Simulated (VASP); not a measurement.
Runs of VASP 6.6.1 on BiB. The structure is that of space group F-43m (No. 216), or close to it. The cells are those of the table. 

| level | cell | k mesh | gap on the mesh (eV) | pressure (GPa) |
| --- | --- | --- | --- | --- |
| r2SCAN | a = 3.882 Å, angles 60.0°, 2 atoms | 8 × 8 × 8 | 0.39 | -0.1 |
| r2SCAN | a = 3.882 Å, angles 60.0°, 2 atoms | 6 × 6 × 6 | 0.40 | -0.2 |
| PBE | a = 3.980 Å, angles 60.0°, 2 atoms | 6 × 6 × 6 | none | -3.7 |
| r2SCAN | a = 3.958 Å, angles 60.0°, 2 atoms | 6 × 6 × 6 | none | -4.0 |
| r2SCAN | a = 3.843 Å, angles 60.0°, 2 atoms | 6 × 6 × 6 | 0.64 | 2.4 |
| r2SCAN | a = 3.803 Å, angles 60.0°, 2 atoms | 6 × 6 × 6 | 0.77 | (d) |
| PBE | a = 3.882 Å, angles 60.0°, 2 atoms | 8 × 8 × 8 | 0.28 | (c) |
| PBE | a = 3.864 Å, angles 60.0°, 2 atoms | 6 × 6 × 6 | 0.38 | 2.2 |
| r2SCAN | a = 3.920 Å, angles 60.0°, 2 atoms | 6 × 6 × 6 | 0.16 | (b) |
| PBE | a = 3.824 Å, angles 60.0°, 2 atoms | 6 × 6 × 6 | 0.58 | (a) |
| PBE | a = 3.942 Å, angles 60.0°, 2 atoms | 6 × 6 × 6 | none | -1.9 |
| PBE | a = 3.903 Å, angles 60.0°, 2 atoms | 6 × 6 × 6 | 0.16 | -0.2 |

Alike in all rows: task single point; potentials or basis VASP PAW PBE potentials, release 64 (B, Bi_d); no spin polarisation; cutoff (eV) 520; smearing gaussian 0.01 eV.

**Question.** Fill in the values left out.

**Answer.** (a) 5.1; (b) -2.4; (c) 1.2; (d) 5.5.

Caveats: spin-orbit coupling is left out, which moves the levels of the heavy elements; the PAW data sets were made with another functional, which shifts forces and pressure a little (some runs).

A k mesh can miss the band edges, and the runs leave out spin-orbit coupling on Bi.

A gap of «none» marks levels without a gap at the run's occupations.
